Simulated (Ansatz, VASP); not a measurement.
**Ba2Os in VASP and in Ansatz**

```xyz
3
Lattice="0.0000 3.6154 0.0000 3.6154 0.0000 0.0000 1.8077 1.8077 -6.7997" Properties=species:S:1:pos:R:3 pbc="T T T"
Os    0.0000    0.0000    0.0000
Ba    1.8077    1.8077   -1.7713
Ba    3.6154    3.6154   -5.0284
```

Alike in both runs: functional PBEsol; dispersion D4; k mesh 5 × 5 × 5; no spin polarisation.

Ansatz relaxed the structure, and its values are those at the end. VASP's run is a single point on that final structure, the one shown.

```csv
,VASP,Ansatz
version,VASP 6.6.1,Ansatz 0.2.0
potentials or method,"VASP PAW PBE potentials, release 64 (Os, Ba_sv), cutoff 520 eV",PAW plane waves
occupations,"fermi-dirac, width 0.1 eV",fermi-dirac
valence electrons in the cell,28,36
```

VASP gave:

```
gap on the k mesh at the Fermi level (eV) : none
pressure (GPa)                            : 2.0
rms of the force components (eV/Å)        : 0.126
```

Task: Estimate Ansatz's values.

Result: gap on the k mesh at the Fermi level (eV): none; pressure (GPa): 0.0; rms of the force components (eV/Å): 0.001.

VASP's potentials were made for PBE, not for PBEsol. A gap of «none» marks a metal or a gap that the smearing closes. One of these differences is far larger than is usual between the two programs; its cause wasn't traced. VASP's potentials hold 28 valence electrons a cell and Ansatz's 36, so a difference there can come from the potentials and not from the codes. Ansatz's warnings: dispersion switch in reach, structure snapped to symmetry.

Spin-orbit coupling is off throughout.
